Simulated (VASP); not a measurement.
## CFH3: single point with PBE+D3(BJ)

CFH3, in a box:

```xyz
5
Lattice="5.0394 0.0000 0.0000 0.0000 5.0394 0.0000 0.0000 0.0000 25.0576" Properties=species:S:1:pos:R:3 pbc="T T T"
C    -0.8625   -0.2415   16.5180
F    -2.2245    0.0051   16.2799
H    -0.6653   -0.1018   17.5893
H    -0.6328   -1.2697   16.2071
H    -0.2675    0.4688   15.9211
```

| Quantity | Value |
| --- | --- |
| Program | VASP 6.6.1 |
| Task | single point |
| Functional | PBE |
| Dispersion | D3(BJ) |
| Potentials or basis | VASP PAW PBE potentials, release 64 (C_h, F_h, H_h) |
| Cutoff | 910 eV |
| k mesh | 4 × 4 × 1 |
| Occupations | gaussian, width 0.1 eV |
| Spin | no spin polarisation |

```
Largest force                          : 0.192 eV/Å
Gap between the frontier levels        : 6.84 eV
Dispersion energy per atom             : -0.011 eV
Ionisation potential of the upper face : 7.77 eV
```

Forces on the atoms (eV/Å):
```
C    0.033  0.109 -0.154
F   -0.016 -0.007  0.022
H    0.029 -0.028 -0.023
H    0.000  0.005  0.053
H   -0.046 -0.078  0.102
```

Levels at points of the mesh, in eV from the valence-band top:
| k point | band 4 | band 5 | band 6 | band 7 | band 8 | band 9 | band 10 | band 11 |
| --- | --- | --- | --- | --- | --- | --- | --- | --- |
| (0.00, 0.00, 0.00) | -3.56 | -3.45 | -0.06 | 0.00 | 6.84 | 7.69 | 7.98 | 8.51 |
| (0.50, 0.00, 0.00) | -3.53 | -3.44 | -0.11 | -0.03 | 7.37 | 7.89 | 9.00 | 9.20 |
| (0.00, 0.50, 0.00) | -3.57 | -3.52 | -0.05 | -0.04 | 8.17 | 8.43 | 8.82 | 9.13 |
| (0.50, 0.50, 0.00) | -3.54 | -3.50 | -0.12 | -0.08 | 8.12 | 9.28 | 9.45 | 9.68 |

Wall time 8.1 min on 1 thread of AMD EPYC 7R13 Processor (Zen 3), with other jobs on the host, peak memory 1.2 GiB.
